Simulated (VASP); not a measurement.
Runs of VASP 6.6.1 on Fe. The structure is that of space group Fm-3m (No. 225), or close to it. The cells are those of the table. 

```tsv
cell	gap on the mesh (eV)	pressure (GPa)
a = 2.338 Å, angles 60.0°, 1 atom	none	(b)
a = 2.534 Å, angles 60.0°, 1 atom	none	-24.7
a = 2.504 Å, angles 60.0°, 1 atom	none	(a)
a = 2.440 Å, angles 60.0°, 1 atom	none	-0.5
a = 2.373 Å, angles 60.0°, 1 atom	none	27.7
```

Alike in all rows: task single point; level PBE; potentials or basis VASP PAW PBE potentials, release 64 (Fe); no spin polarisation; k mesh 26 × 26 × 26; cutoff (eV) 520; smearing fermi-dirac 0.1 eV.

**Question.** Fill in the values left out.

**Answer.** (a) -18.4; (b) 47.5.

Caveats: the run has no spin polarisation, though such a crystal can be magnetic.

A gap of «none» marks levels without a gap at the run's occupations.
